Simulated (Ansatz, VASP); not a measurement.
## One calculation of SnO2, two programs

```
CELL_PARAMETERS angstrom
4.76024 0.00000 0.00000
0.00000 4.76024 0.00000
0.00000 0.00000 3.20078
ATOMIC_POSITIONS crystal
Sn 0.00000 0.00000 0.00000
Sn 0.50000 0.50000 0.50000
O 0.30591 0.30591 0.00000
O 0.19409 0.80591 0.50000
O 0.69409 0.69409 0.00000
O 0.80591 0.19409 0.50000
```

Alike in both runs: task electric field gradients; functional r2SCAN; k mesh 6 × 6 × 10; occupations gaussian, width 0.05 eV; no spin polarisation.

|  | VASP | Ansatz |
| --- | --- | --- |
| version | VASP 6.6.1 | Ansatz 0.2.0 |
| potentials or method | VASP PAW PBE potentials, release 64 (Sn_d, O), cutoff 520 eV | scalar-relativistic, plane waves, PAW |
| valence electrons in the cell | 52 | 52 |

```csv
,VASP,Ansatz,Ansatz less VASP
gap on the k mesh at the Fermi level (eV),1.79,1.77,-0.026
least direct gap on the mesh (eV),1.79,1.77,-0.026
pressure (GPa),1.1,0.0,-1.10
"traceless stress, the component that is largest in VASP (GPa)",0.34,0.00,-0.339
rms of the force components (eV/Å),0.013,0.000,-0.0131
size of Vzz on the site where it differs most (V/Å²),53.0,53.9,+0.91
```

VASP's potentials were made for PBE, not for r2SCAN. Atom by atom the forces differ by 0.013 eV/Å (rms over components).
